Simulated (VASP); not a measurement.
# BAs (F-43m) in VASP: further runs

Runs on BAs. Level: LDA. Tasks: single point.

Everything below comes from runs of VASP 6.6.1. Logs are shortened: lines on timing, memory, paths and dates and some standing lists are left out, and cuts for length are marked.

## (1) The cell of the first run

The structure is cubic, space group F-43m (No. 216). The conventional cell has a = 4.700 Å, b = 4.700 Å, c = 4.700 Å, α = 90.00°, β = 90.00°, γ = 90.00°. B (site symmetry -43m) has 4 As at 2.04 Å within 2.7 Å. Within 2.7 Å of As (site symmetry -43m) lie 4 B at 2.04 Å.

## (2) Single point, LDA (12.98 Å³/atom)

File INCAR:

```
ALGO     = Normal         # electronic algorithm
EDIFF    = 1E-6           # SCF threshold, eV
ENCUT    = 560            # plane-wave cutoff, eV
GGA_COMPAT= F            
ISIF     = 2              # what is computed and relaxed
ISMEAR   = 0              # smearing method
LASPH    = T              # aspherical terms in the spheres
LCHARG   = F              # write CHGCAR
LREAL    = F              # projectors in reciprocal space
LWAVE    = F              # write WAVECAR
NBANDS   = 16             # bands
NELM     = 120            # most SCF steps
PREC     = Accurate       # precision mode
SIGMA    = 0.01           # smearing width, eV
```

File KPOINTS:

```
k-points
0
Gamma
  10 10 10
```

File POSCAR:

```
BAs
1.0
    0.0000000000      2.3501597761      2.3501597761
    2.3501597761      0.0000000000      2.3501597761
    2.3501597761      2.3501597761      0.0000000000
B As
1 1
Direct
    0.0000000000      0.0000000000      0.0000000000
    0.7500000000      0.7500000000      0.7500000000
```

Potentials or basis: VASP PAW LDA potentials, release 64 (B, As_d).

Run with:

```console
$ cat potpaw_LDA.64/B/POTCAR potpaw_LDA.64/As_d/POTCAR > POTCAR
$ mpirun -np 1 vasp_std > vasp.out
```

OUTCAR:

```text
EDIFF = 1E-6
   ENCUT = 560
   ISIF = 2
   ISMEAR = 0
   LASPH = T
   LREAL = F
   NELM = 120
   PREC = Accurate

 ion  position               nearest neighbor table
   1  0.000  0.000  0.000-   2 2.04   2 2.04   2 2.04   2 2.04
   2  0.750  0.750  0.750-   1 2.04   1 2.04   1 2.04   1 2.04

  LATTYP: Found a face centered cubic cell.
 ALAT       =     4.7003195522

  Lattice vectors:

 A1 = (   0.0000000000,   2.3501597761,   2.3501597761)
 A2 = (   2.3501597761,   0.0000000000,   2.3501597761)
 A3 = (   2.3501597761,   2.3501597761,   0.0000000000)

Analysis of symmetry for initial positions (statically):
=====================================================================
 Subroutine PRICEL returns:
 Original cell was already a primitive cell.

 Routine SETGRP: Setting up the symmetry group for a
 face centered cubic supercell.

 Subroutine GETGRP returns: Found 24 space group operations
 (whereof 24 operations were pure point group operations)
 out of a pool of 48 trial point group operations.

The static configuration has the point symmetry T_d .

Analysis of symmetry for dynamics (positions and initial velocities):
=====================================================================
 Subroutine PRICEL returns:
 Original cell was already a primitive cell.

 Routine SETGRP: Setting up the symmetry group for a
 face centered cubic supercell.

 Subroutine GETGRP returns: Found 24 space group operations
 (whereof 24 operations were pure point group operations)
 out of a pool of 48 trial point group operations.

The dynamic configuration has the point symmetry T_d .

 Subroutine INISYM returns: Found 24 space group operations
 (whereof 24 operations are pure point group operations),
 and found     1 'primitive' translations

----------------------------------------------------------------------------------------

                                     Primitive cell

  volume of cell :      25.9610

  direct lattice vectors                    reciprocal lattice vectors
     0.000000000  2.350159776  2.350159776    -0.212751493  0.212751493  0.212751493
     2.350159776  0.000000000  2.350159776     0.212751493 -0.212751493  0.212751493
     2.350159776  2.350159776  0.000000000     0.212751493  0.212751493 -0.212751493

  length of vectors
     3.323627829  3.323627829  3.323627829     0.368496394  0.368496394  0.368496394

  position of ions in fractional coordinates (direct lattice)
     0.000000000  0.000000000  0.000000000
     0.750000000  0.750000000  0.750000000

[... 65 lines left out ...]
   NGXF,Y,Z  is equivalent  to a cutoff of  28.01, 28.01, 28.01 a.u.
 SYSTEM =  unknown system
   PREC   = accura    normal or accurate (medium, high low for compatibility)
   ISTART =      0    job   : 0-new  1-cont  2-samecut
   ICHARG =      2    charge: 1-file 2-atom 10-const
   ISPIN  =      1    spin polarized calculation?
   LNONCOLLINEAR =      F non collinear calculations
   LSORBIT =      F    spin-orbit coupling
   LASPH  =      T    aspherical Exc in radial PAW
   ENCUT  =  560.0 eV  41.16 Ry    6.42 a.u.   6.41  6.41  6.41*2*pi/ulx,y,z
   NELM   =    120;   NELMIN=  2; NELMDL= -5     # of ELM steps
   EDIFF  = 0.1E-05   stopping-criterion for ELM
   LREAL  =      F    real-space projection
[... 7 lines left out ...]
   TEBEG  =    0.0;   TEEND  =   0.0 temperature during run
   PSTRESS=    0.0 pullay stress
   NELECT =      18.0000    total number of electrons
   NUPDOWN=      -1.0000    fix difference up-down
   EMIN   =  10.00;   EMAX   =-10.00  energy-range for DOS
   EFERMI =   0.00;   METHOD = LEGACY
   ISMEAR =     0;   SIGMA  =   0.01  broadening in eV -4-tet -1-fermi 0-gaus
   EFERMI_NEDOS =   21; number of points for ismear=-14 and -15
   IALGO  =     38    algorithm
   IMIX   =      4    mixing-type and parameters
     AMIX     =   0.40;   BMIX     =  1.00
     AMIX_MAG =   1.60;   BMIX_MAG =  1.00
  volume/ion in A,a.u.               =      12.98        87.60
  Fermi-wavevector in a.u.,A,eV,Ry     =   1.448966  2.738149 28.565476  2.099503
  Thomas-Fermi vector in A             =   2.566747
   LORBIT       =      0    0 simple, 1 ext, 2 COOP (PROOUT), +10 PAW based schemes
   GGA     = CA    functional components
   LHFCALC =     F    Hartree Fock is set to
   AEXX    =    0.0000 exact exchange contribution
   IVDW    =     0    specifies the selected vdW correction
   LEPSILON=     F    determine dielectric tensor
   LRPA    =     F    only Hartree local field effects (RPA)
 non-spin polarized calculation
 Gauss-broadening in eV      SIGMA  =   0.01
  energy-cutoff  :      560.00
  volume of cell :       25.96
 maximum number of plane-waves:       801
 NGX is ok and might be reduce to    28
   NGX = 13   NGY = 13   NGZ = 13

 number of electron      17.9999995 magnetization

 Free energy of the ion-electron system (eV)
  ---------------------------------------------------
  ext. energy  EPLUGINS =         0.00000000
  ---------------------------------------------------
  free energy    TOTEN  =       -12.93595786 eV

  energy without entropy =      -12.93595786  energy(sigma->0) =      -12.93595786

 E-fermi :   5.3566     XC(G=0): -11.6720

 val. band max:        5.2989817489   @ k =   0.0000   0.0000   0.0000
 cond. band min:       6.3821164555   @ k =   0.4000   0.4000   0.0000
 fundamental gap:      1.0831347067
 Fermi energy:         5.3565926630

 k-point     1 :       0.0000    0.0000    0.0000
  band No.  band energies     occupation
      1     -30.6462      2.00000
      2     -30.6462      2.00000
      3     -30.6462      2.00000
      4     -30.6171      2.00000
      5     -30.6171      2.00000
      6     -10.5268      2.00000
[... 433 lines left out ...]
      3     -30.6313      2.00000
      4     -30.6224      2.00000
      5     -30.6116      2.00000
      6      -7.7666      2.00000
[... 8 lines left out ...]
     15      21.5842      0.00000
     16      21.8462      0.00000

 [... further k-points ...]
[... 5 lines left out ...]
  --------------------------------------------------------------------------------------
  -------------------------------------------------------------------------------------
  Total        0.6772882      0.6772882      0.6772882      0.0000000      0.0000000     -0.0000000
  in kB       41.7986206     41.7986206     41.7986206      0.0000000      0.0000000     -0.0000000
  external PRESSURE =      41.7986206 kB  Pullay stress =       0.0000000 kB

 VOLUME and BASIS-vectors are now :
 -----------------------------------------------------------------------------
  energy-cutoff  :      560.00
  volume of cell :       25.96
      direct lattice vectors                 reciprocal lattice vectors
     0.000000000  2.350159776  2.350159776    -0.212751493  0.212751493  0.212751493
     2.350159776  0.000000000  2.350159776     0.212751493 -0.212751493  0.212751493
     2.350159776  2.350159776  0.000000000     0.212751493  0.212751493 -0.212751493

 POSITION                                       TOTAL-FORCE (eV/Angst)
 -----------------------------------------------------------------------------------
      0.00000      0.00000      0.00000         0.000000      0.000000     -0.000000
      3.52524      3.52524      3.52524        -0.000000     -0.000000      0.000000
 -----------------------------------------------------------------------------------
    total drift:                               -0.000001     -0.000001     -0.000001

  FREE ENERGIE OF THE ION-ELECTRON SYSTEM (eV)
  ---------------------------------------------------
  free  energy   TOTEN  =       -12.9359578553 eV

  energy  without entropy=      -12.9359578553  energy(sigma->0) =      -12.93595786
```

stdout:

```text
POSCAR found type information on POSCAR B As
 POSCAR found :  2 types and       2 ions
 scaLAPACK will be used
 LDA part: xc-table for (Slater(with rela. corr.)+CA(PZ))
 , standard interpolation
 POSCAR, INCAR and KPOINTS ok, starting setup
 FFT: planning ... GRIDC
 FFT: planning ... GRID_SOFT
 FFT: planning ... GRID
 WAVECAR not read
 entering main loop
```

It took 20 s on 1 thread of Intel Xeon Platinum 8259CL at 2.50GHz (Skylake/Cascade Lake), shared host; peak memory 0.15 GiB.

Results:

- Free energy: -12.9360 eV
- Pressure: 4.2 GPa
- Band gap on the k mesh: 1.08 eV (least direct gap 3.31 eV)

Levels at points of the mesh, in eV from the valence-band top:
```
           k point  band 6  band 7  band 8  band 9  band 10  band 11  band 12  band 13
(0.00, 0.00, 0.00)  -15.83    0.00    0.00    0.00     3.31     3.31     3.31     5.30
(0.50, 0.00, 0.00)  -12.79   -9.11   -1.90   -1.90     2.98     4.82     4.82     8.81
(0.50, 0.50, 0.00)  -11.44   -8.69   -4.28   -4.28     1.30     1.37    11.74    11.74
```

Caveat: the cell stands under pressure. A k mesh can miss the band edges.

## (3) Single point, LDA

This run uses another cell than the first one, of 13.07 Å³/atom.

File INCAR:

```
SYSTEM = BAs
ALGO = Normal ; EDIFF = 1E-6
ENCUT = 560 ; GGA = CA
GGA_COMPAT = .FALSE. ; ISIF = 2
ISMEAR = 0 ; LASPH = .TRUE.
LCHARG = .FALSE. ; LREAL = .FALSE.
LWAVE = .FALSE. ; NBANDS = 16
NELM = 120 ; PREC = Accurate
SIGMA = 0.01
```

File KPOINTS:

```
k-points
0
G
  10 10 10
  0 0 0
```

File POSCAR:

```
BAs
1.0
    0.0000000000      2.3556650338      2.3556650338
    2.3556650338      0.0000000000      2.3556650338
    2.3556650338      2.3556650338      0.0000000000
B As
1 1
Direct
    0.0000000000      0.0000000000      0.0000000000
    0.7500000000      0.7500000000      0.7500000000
```

Potentials or basis: VASP PAW LDA potentials, release 64 (B, As_d).

Run with:

```console
$ cat potpaw_LDA.64/B/POTCAR potpaw_LDA.64/As_d/POTCAR > POTCAR
$ mpirun -np 1 vasp_std > vasp.out
```

It took 16 s on 1 thread of Intel Xeon Platinum 8259CL at 2.50GHz (Skylake/Cascade Lake), shared host; peak memory 0.15 GiB.

It converged, with:

* Free energy: -12.9393 eV
* Pressure: 3.1 GPa
* Band gap on the k mesh: 1.09 eV (least direct gap 3.30 eV)

Levels at points of the mesh, in eV from the valence-band top:
```csv
k point,band 7,band 8,band 9,band 10,band 11,band 12
"(0.00, 0.00, 0.00)",0.00,0.00,0.00,3.30,3.30,3.30
"(0.50, 0.00, 0.00)",-9.05,-1.89,-1.89,2.94,4.81,4.81
"(0.50, 0.50, 0.00)",-8.65,-4.25,-4.25,1.31,1.37,11.67
```

Caveat: the cell stands under pressure. A k mesh can miss the band edges.

## (4) Single point, LDA

This run uses another cell than the first one, of 13.07 Å³/atom.

File INCAR:

```
ALGO = Normal ; EDIFF = 1E-6
ENCUT = 560 ; GGA_COMPAT = F
ISIF = 2 ; ISMEAR = 0
LASPH = T ; LCHARG = F
LREAL = F ; LWAVE = F
NBANDS = 16 ; NELM = 120
PREC = Accurate ; SIGMA = 0.01
```

File KPOINTS:

```
k-points
0
Gamma
  10 10 10
```

POSCAR is that of step 3.

Potentials or basis: VASP PAW LDA potentials, release 64 (B, As_d).

Run with:

```console
$ cat potpaw_LDA.64/B/POTCAR potpaw_LDA.64/As_d/POTCAR > POTCAR
$ mpirun -np 1 vasp_std > vasp.out
```

OUTCAR:

```text
EDIFF = 1E-6
   ENCUT = 560
   ISIF = 2
   ISMEAR = 0
   LASPH = T
   LREAL = F
   NELM = 120
   PREC = Accurate

 ion  position               nearest neighbor table
   1  0.000  0.000  0.000-   2 2.04   2 2.04   2 2.04   2 2.04
   2  0.750  0.750  0.750-   1 2.04   1 2.04   1 2.04   1 2.04

  LATTYP: Found a face centered cubic cell.
 ALAT       =     4.7113300676

  Lattice vectors:

 A1 = (   0.0000000000,   2.3556650338,   2.3556650338)
 A2 = (   2.3556650338,   0.0000000000,   2.3556650338)
 A3 = (   2.3556650338,   2.3556650338,   0.0000000000)

Analysis of symmetry for initial positions (statically):
=====================================================================
 Subroutine PRICEL returns:
 Original cell was already a primitive cell.

 Routine SETGRP: Setting up the symmetry group for a
 face centered cubic supercell.

 Subroutine GETGRP returns: Found 24 space group operations
 (whereof 24 operations were pure point group operations)
 out of a pool of 48 trial point group operations.

The static configuration has the point symmetry T_d .

Analysis of symmetry for dynamics (positions and initial velocities):
=====================================================================
 Subroutine PRICEL returns:
 Original cell was already a primitive cell.

 Routine SETGRP: Setting up the symmetry group for a
 face centered cubic supercell.

 Subroutine GETGRP returns: Found 24 space group operations
 (whereof 24 operations were pure point group operations)
 out of a pool of 48 trial point group operations.

The dynamic configuration has the point symmetry T_d .

 Subroutine INISYM returns: Found 24 space group operations
 (whereof 24 operations are pure point group operations),
 and found     1 'primitive' translations

[... 111 lines left out ...]
   IALGO  =     38    algorithm
   IMIX   =      4    mixing-type and parameters
     AMIX     =   0.40;   BMIX     =  1.00
     AMIX_MAG =   1.60;   BMIX_MAG =  1.00
  volume/ion in A,a.u.               =      13.07        88.21
  Fermi-wavevector in a.u.,A,eV,Ry     =   1.445580  2.731750 28.432116  2.089702
  Thomas-Fermi vector in A             =   2.563746
   LORBIT       =      0    0 simple, 1 ext, 2 COOP (PROOUT), +10 PAW based schemes
   GGA     = CA    functional components
   LHFCALC =     F    Hartree Fock is set to
   AEXX    =    0.0000 exact exchange contribution
   IVDW    =     0    specifies the selected vdW correction
   LEPSILON=     F    determine dielectric tensor
   LRPA    =     F    only Hartree local field effects (RPA)
 non-spin polarized calculation
 Gauss-broadening in eV      SIGMA  =   0.01
  energy-cutoff  :      560.00
  volume of cell :       26.14
 maximum number of plane-waves:       801
 NGX is ok and might be reduce to    28
   NGX = 13   NGY = 13   NGZ = 13

 number of electron      17.9999998 magnetization

 Free energy of the ion-electron system (eV)
  ---------------------------------------------------
  ext. energy  EPLUGINS =         0.00000000
  ---------------------------------------------------
  free energy    TOTEN  =       -12.93934222 eV

  energy without entropy =      -12.93934222  energy(sigma->0) =      -12.93934222

 E-fermi :   5.4305     XC(G=0): -11.6378

 val. band max:        5.2267824548   @ k =   0.0000   0.0000   0.0000
 cond. band min:       6.3163084791   @ k =   0.4000   0.4000   0.0000
 fundamental gap:      1.0895260243
 Fermi energy:         5.4305406556

 k-point     1 :       0.0000    0.0000    0.0000
  band No.  band energies     occupation
      1     -30.7090      2.00000
      2     -30.7090      2.00000
      3     -30.7090      2.00000
      4     -30.6806      2.00000
      5     -30.6806      2.00000
      6     -10.5330      2.00000
[... 433 lines left out ...]
      3     -30.6945      2.00000
      4     -30.6857      2.00000
      5     -30.6753      2.00000
      6      -7.7922      2.00000
[... 8 lines left out ...]
     15      21.4164      0.00000
     16      21.7221      0.00000

 [... further k-points ...]

------------------------ aborting loop because EDIFF is reached ----------------------------------------

  FORCE on cell =-STRESS in cart. coord.  units (eV):
  Direction    XX          YY          ZZ          XY          YZ          ZX
  --------------------------------------------------------------------------------------
  -------------------------------------------------------------------------------------
  Total        0.5007906      0.5007906      0.5007906      0.0000000     -0.0000000     -0.0000000
  in kB       30.6899506     30.6899506     30.6899506      0.0000000     -0.0000000     -0.0000000
  external PRESSURE =      30.6899506 kB  Pullay stress =       0.0000000 kB

 VOLUME and BASIS-vectors are now :
 -----------------------------------------------------------------------------
  energy-cutoff  :      560.00
  volume of cell :       26.14
      direct lattice vectors                 reciprocal lattice vectors
     0.000000000  2.355665034  2.355665034    -0.212254286  0.212254286  0.212254286
     2.355665034  0.000000000  2.355665034     0.212254286 -0.212254286  0.212254286
     2.355665034  2.355665034  0.000000000     0.212254286  0.212254286 -0.212254286

 POSITION                                       TOTAL-FORCE (eV/Angst)
 -----------------------------------------------------------------------------------
      0.00000      0.00000      0.00000         0.000000     -0.000000     -0.000000
      3.53350      3.53350      3.53350        -0.000000      0.000000      0.000000
 -----------------------------------------------------------------------------------
    total drift:                               -0.000001     -0.000001     -0.000001

  FREE ENERGIE OF THE ION-ELECTRON SYSTEM (eV)
  ---------------------------------------------------
  free  energy   TOTEN  =       -12.9393422229 eV

  energy  without entropy=      -12.9393422229  energy(sigma->0) =      -12.93934222
```

OSZICAR:

```text
N       E                     dE             d eps       ncg     rms          rms(c)
DAV:   1     0.893777173853E+02    0.89378E+02   -0.82997E+03  1712   0.539E+03
DAV:   2    -0.435198985758E+01   -0.93730E+02   -0.89365E+02  1704   0.642E+02
DAV:   3    -0.135437433779E+02   -0.91918E+01   -0.91512E+01  1664   0.892E+01
DAV:   4    -0.137685315048E+02   -0.22479E+00   -0.22476E+00  1936   0.149E+01
DAV:   5    -0.137715230346E+02   -0.29915E-02   -0.29915E-02  1696   0.203E+00    0.589E+00
DAV:   6    -0.130422103019E+02    0.72931E+00   -0.10023E+00  1904   0.699E+00    0.282E+00
DAV:   7    -0.129525969549E+02    0.89613E-01   -0.17522E-01  1976   0.279E+00    0.104E+00
DAV:   8    -0.129395110848E+02    0.13086E-01   -0.18654E-02  2064   0.193E+00    0.123E-01
DAV:   9    -0.129393530595E+02    0.15803E-03   -0.10290E-03  1864   0.640E-01    0.462E-02
DAV:  10    -0.129393423855E+02    0.10674E-04   -0.17978E-04  2016   0.323E-01    0.157E-02
DAV:  11    -0.129393422229E+02    0.16253E-06   -0.91646E-06  1936   0.579E-02
   1 F= -.12939342E+02 E0= -.12939342E+02  d E =0.000000E+00
```

stdout:

```text
POSCAR found type information on POSCAR B As
 POSCAR found :  2 types and       2 ions
 scaLAPACK will be used
 LDA part: xc-table for (Slater(with rela. corr.)+CA(PZ))
 , standard interpolation
 POSCAR, INCAR and KPOINTS ok, starting setup
 FFT: planning ... GRIDC
 FFT: planning ... GRID_SOFT
 FFT: planning ... GRID
 WAVECAR not read
 entering main loop
```

Wall time 17 s (1 thread of AMD EPYC 7R13 (Zen 3), shared host); peak memory 0.12 GiB.

Results:

* Free energy: -12.9393 eV
* Pressure: 3.1 GPa
* Band gap on the k mesh: 1.09 eV (least direct gap 3.30 eV)

Levels at points of the mesh, in eV from the valence-band top:
| k point | band 7 | band 8 | band 9 | band 10 | band 11 | band 12 |
| --- | --- | --- | --- | --- | --- | --- |
| (0.00, 0.00, 0.00) | 0.00 | 0.00 | 0.00 | 3.30 | 3.30 | 3.30 |
| (0.50, 0.00, 0.00) | -9.05 | -1.89 | -1.89 | 2.94 | 4.81 | 4.81 |
| (0.50, 0.50, 0.00) | -8.65 | -4.25 | -4.25 | 1.31 | 1.37 | 11.67 |

Caveat: the cell stands under pressure.
